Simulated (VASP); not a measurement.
# V (I4/mmm) in VASP: a series of runs, part 2 of 2

VASP 6.6.1. The steps go on from the part before.

## 3. Single point, PBE (strain along c alone, the other axes held: -4.0 %)

INCAR

```
ALGO = Fast
EDIFF = 1E-6
ENCUT = 520
GGA = PE
ISIF = 2
ISMEAR = 0
LASPH = T
LCHARG = F
LREAL = F
LWAVE = F
NBANDS = 20
NELM = 60
PREC = Accurate
SIGMA = 0.1
```

KPOINTS

```
k-points
0
Gamma
  18 18 18
```

POSCAR

```
V
1.0
    2.9971751498      0.0000000000      0.0000000000
    0.0000000000      2.9971751498      0.0000000000
    0.0000000000      0.0000000000      2.8772881438
V
2
Direct
    0.0000000000      0.0000000000      0.0000000000
    0.5000000000      0.5000000000      0.5000000000
```

Potentials or basis: VASP PAW PBE potentials, release 64 (V_sv).

Launch:

```
cat potpaw_PBE.64/V_sv/POTCAR > POTCAR
mpirun -np 1 vasp_std > vasp.out
```

OUTCAR:

```text
EDIFF = 1E-6
   ENCUT = 520
   GGA = PE
   ISIF = 2
   ISMEAR = 0
   LASPH = T
   LREAL = F
   NELM = 60
   PREC = Accurate

 ion  position               nearest neighbor table
   1  0.000  0.000  0.000-   2 2.56   2 2.56   2 2.56   2 2.56   2 2.56   2 2.56   2 2.56   2 2.56

   2  0.500  0.500  0.500-   1 2.56   1 2.56   1 2.56   1 2.56   1 2.56   1 2.56   1 2.56   1 2.56

  LATTYP: Found a simple tetragonal cell.
 ALAT       =     2.9971751498
 C/A-ratio  =     0.9600000000

  Lattice vectors:

 A1 = (   2.9971751498,   0.0000000000,   0.0000000000)
 A2 = (   0.0000000000,   2.9971751498,   0.0000000000)
 A3 = (   0.0000000000,   0.0000000000,   2.8772881438)

Analysis of symmetry for initial positions (statically):
=====================================================================
 Subroutine PRICEL returns following result:

  LATTYP: Found a body centered tetragonal cell.
 ALAT       =     2.9971751498
 C/A-ratio  =     0.9600000000

  Lattice vectors:

 A1 = (  -1.4985875749,  -1.4985875749,  -1.4386440719)
 A2 = (   1.4985875749,   1.4985875749,  -1.4386440719)
 A3 = (   1.4985875749,  -1.4985875749,   1.4386440719)

   2 primitive cells build up your supercell.

 Routine SETGRP: Setting up the symmetry group for a
 simple tetragonal supercell.

 Subroutine GETGRP returns: Found 16 space group operations
 (whereof 16 operations were pure point group operations)
 out of a pool of 16 trial point group operations.

The static configuration has the point symmetry D_4h.

Analysis of symmetry for dynamics (positions and initial velocities):
=====================================================================
 Subroutine PRICEL returns following result:

  LATTYP: Found a body centered tetragonal cell.
 ALAT       =     2.9971751498
 C/A-ratio  =     0.9600000000

  Lattice vectors:

 A1 = (  -1.4985875749,  -1.4985875749,  -1.4386440719)
 A2 = (   1.4985875749,   1.4985875749,  -1.4386440719)
 A3 = (   1.4985875749,  -1.4985875749,   1.4386440719)

   2 primitive cells build up your supercell.

 Routine SETGRP: Setting up the symmetry group for a
 simple tetragonal supercell.

 Subroutine GETGRP returns: Found 16 space group operations
 (whereof 16 operations were pure point group operations)
 out of a pool of 16 trial point group operations.

The dynamic configuration has the point symmetry D_4h.

 Subroutine INISYM returns: Found 16 space group operations
 (whereof 16 operations are pure point group operations),
 and found     2 'primitive' translations

----------------------------------------------------------------------------------------

                                     Primitive cell

  volume of cell :      12.9234

  direct lattice vectors                    reciprocal lattice vectors
    -1.498587575 -1.498587575 -1.438644072    -0.000000000 -0.333647501 -0.347549481
     1.498587575  1.498587575 -1.438644072     0.333647501  0.000000000 -0.347549481
     1.498587575 -1.498587575  1.438644072     0.333647501 -0.333647501  0.000000000

  length of vectors
     2.561489060  2.561489060  2.561489060     0.481779303  0.481779303  0.471848822

  position of ions in fractional coordinates (direct lattice)
     0.000000000  0.000000000  0.000000000

  ion indices of the primitive-cell ions
   primitive index   ion index
                 1           1

----------------------------------------------------------------------------------------

 KPOINTS: k-points

Automatic generation of k-mesh.
 Grid dimensions read from file:
 generate k-points for:   18   18   18

 Generating k-lattice:

  Cartesian coordinates                     Fractional coordinates (reciprocal lattice)
     0.018535972  0.000000000  0.000000000     0.055555556  0.000000000  0.000000000
     0.000000000  0.018535972  0.000000000     0.000000000  0.055555556  0.000000000
     0.000000000  0.000000000  0.019308304     0.000000000  0.000000000  0.055555556

  Length of vectors
     0.018535972  0.018535972  0.019308304

  Shift w.r.t. Gamma in fractional coordinates (k-lattice)
     0.000000000  0.000000000  0.000000000

 Subroutine IBZKPT returns following result:
 ===========================================

 Found    550 irreducible k-points:

 Following reciprocal coordinates:
            Coordinates               Weight
  0.000000  0.000000  0.000000      1.000000
  0.055556  0.000000  0.000000      4.000000
  0.111111  0.000000  0.000000      4.000000
  0.166667  0.000000  0.000000      4.000000
  0.222222  0.000000  0.000000      4.000000
  0.277778  0.000000  0.000000      4.000000
[... 16 lines left out ...]
  0.277778  0.111111  0.000000      8.000000
  0.333333  0.111111  0.000000      8.000000
 [... further k-points ...]
   k-points           NKPTS =    550   k-points in BZ     NKDIM =    550   number of bands    NBANDS=     20
   number of dos      NEDOS =    301   number of ions     NIONS =      2
   total plane-waves  NPLWV =  13824
   dimension x,y,z NGX =    24 NGY =   24 NGZ =   24
   dimension x,y,z NGXF=    48 NGYF=   48 NGZF=   48
   ions per type =               2
   NGX,Y,Z   is equivalent  to a cutoff of  13.31, 13.31, 13.87 a.u.
   NGXF,Y,Z  is equivalent  to a cutoff of  26.62, 26.62, 27.73 a.u.
 SYSTEM =  unknown system
   PREC   = accura    normal or accurate (medium, high low for compatibility)
   ISTART =      0    job   : 0-new  1-cont  2-samecut
   ICHARG =      2    charge: 1-file 2-atom 10-const
   ISPIN  =      1    spin polarized calculation?
   LNONCOLLINEAR =      F non collinear calculations
   LSORBIT =      F    spin-orbit coupling
   LASPH  =      T    aspherical Exc in radial PAW
   ENCUT  =  520.0 eV  38.22 Ry    6.18 a.u.   5.57  5.57  5.35*2*pi/ulx,y,z
   NELM   =     60;   NELMIN=  2; NELMDL= -5     # of ELM steps
   EDIFF  = 0.1E-05   stopping-criterion for ELM
   LREAL  =      F    real-space projection
   EDIFFG = 0.1E-04   stopping-criterion for IOM
   NSW    =      0    number of steps for IOM
   IBRION =     -1    ionic relax: 0-MD 1-quasi-New 2-CG
   NFREE  =      0    steps in history (QN), initial steepest desc. (CG)
   ISIF   =      2    stress and relaxation
   ISYM   =      2    0-nonsym 1-usesym 2-fastsym
   POTIM  = 0.5000    time-step for ionic-motion
   TEBEG  =    0.0;   TEEND  =   0.0 temperature during run
   PSTRESS=    0.0 pullay stress
   NELECT =      26.0000    total number of electrons
   NUPDOWN=      -1.0000    fix difference up-down
   EMIN   =  10.00;   EMAX   =-10.00  energy-range for DOS
   EFERMI =   0.00;   METHOD = LEGACY
   ISMEAR =     0;   SIGMA  =   0.10  broadening in eV -4-tet -1-fermi 0-gaus
   EFERMI_NEDOS =   21; number of points for ismear=-14 and -15
   IALGO  =     68    algorithm
   IMIX   =      4    mixing-type and parameters
     AMIX     =   0.40;   BMIX     =  1.00
     AMIX_MAG =   1.60;   BMIX_MAG =  1.00
  volume/ion in A,a.u.               =      12.92        87.21
  Fermi-wavevector in a.u.,A,eV,Ry     =   1.640326  3.099766 36.608764  2.690668
  Thomas-Fermi vector in A             =   2.730983
   LORBIT       =      0    0 simple, 1 ext, 2 COOP (PROOUT), +10 PAW based schemes
   GGA     = PE    functional components
   LHFCALC =     F    Hartree Fock is set to
   AEXX    =    0.0000 exact exchange contribution
   IVDW    =     0    specifies the selected vdW correction
   LEPSILON=     F    determine dielectric tensor
   LRPA    =     F    only Hartree local field effects (RPA)
 non-spin polarized calculation
 RMM-DIIS sequential band-by-band and
 Gauss-broadening in eV      SIGMA  =   0.10
  energy-cutoff  :      520.00
  volume of cell :       25.85
 maximum number of plane-waves:       719
 NGX is ok and might be reduce to    24
   NGX = 11   NGY = 11   NGZ = 11

 number of electron      25.9999993 magnetization

 Free energy of the ion-electron system (eV)
  ---------------------------------------------------
  ext. energy  EPLUGINS =         0.00000000
  ---------------------------------------------------
  free energy    TOTEN  =       -17.95211598 eV

  energy without entropy =      -17.93464350  energy(sigma->0) =      -17.94337974

 E-fermi :  10.2409     XC(G=0): -13.1302

 val. band max:       10.2403697698   @ k =   0.3889   0.2778   0.0000
 cond. band min:      10.2412383577   @ k =   0.3889   0.0000   0.1111
 fundamental gap:      0.0008685879
 Fermi energy:        10.2408717386

 k-point     1 :       0.0000    0.0000    0.0000
  band No.  band energies     occupation
      1     -53.4381      2.00000
      2     -53.0480      2.00000
      3     -27.3867      2.00000
      4     -27.3867      2.00000
      5     -27.3060      2.00000
      6     -26.6675      2.00000
[... 12 lines left out ...]
     19      14.2194      0.00000
[... 513 lines left out ...]
      4     -27.1288      2.00000
      5     -27.1034      2.00000
      6     -27.0979      2.00000
[... 12 lines left out ...]
     19      13.6708      0.00000
     20      15.8658      0.00000

 [... further k-points ...]
[... 5 lines left out ...]
  --------------------------------------------------------------------------------------
  -------------------------------------------------------------------------------------
  Total        1.0512746      1.0512746      1.9625550      0.0000000      0.0000000     -0.0000000
  in kB       65.1657131     65.1657131    121.6535568      0.0000000      0.0000000     -0.0000000
  external PRESSURE =      83.9949943 kB  Pullay stress =       0.0000000 kB

 VOLUME and BASIS-vectors are now :
 -----------------------------------------------------------------------------
  energy-cutoff  :      520.00
  volume of cell :       25.85
      direct lattice vectors                 reciprocal lattice vectors
     2.997175150  0.000000000  0.000000000     0.333647501  0.000000000  0.000000000
     0.000000000  2.997175150  0.000000000     0.000000000  0.333647501  0.000000000
     0.000000000  0.000000000  2.877288144     0.000000000  0.000000000  0.347549481

 POSITION                                       TOTAL-FORCE (eV/Angst)
 -----------------------------------------------------------------------------------
      0.00000      0.00000      0.00000         0.000000      0.000000     -0.000000
      1.49859      1.49859      1.43864        -0.000000     -0.000000      0.000000
 -----------------------------------------------------------------------------------
    total drift:                                0.000000      0.000000     -0.000000

  FREE ENERGIE OF THE ION-ELECTRON SYSTEM (eV)
  ---------------------------------------------------
  free  energy   TOTEN  =       -17.9521159767 eV

  energy  without entropy=      -17.9346434977  energy(sigma->0) =      -17.94337974
```

stdout:

```text
POSCAR found type information on POSCAR V
 POSCAR found :  1 types and       2 ions
 scaLAPACK will be used
 LDA part: xc-table for (Slater+PW92), standard interpolation
 POSCAR, INCAR and KPOINTS ok, starting setup
 FFT: planning ... GRIDC
 FFT: planning ... GRID_SOFT
 FFT: planning ... GRID
 WAVECAR not read
 entering main loop
```

Wall time 72 s (1 thread of Intel Xeon 6975P-C (Granite Rapids), shared host); peak memory 0.31 GiB.

What came out:

```yaml
Free_energy: -17.9521 eV
Pressure: 8.4 GPa
Band_gap_on_the_k_mesh: zero (bands 13 and 14 overlap by 2.99 eV)
```

Stress tensor (GPa, compression positive):
```
 6.52  0.00  0.00
 0.00  6.52  0.00
 0.00  0.00 12.17
```

Caveat: the cell differs from its parent crystal (strain along c alone, the other axes held: -4.0 %); the cell stands under pressure.
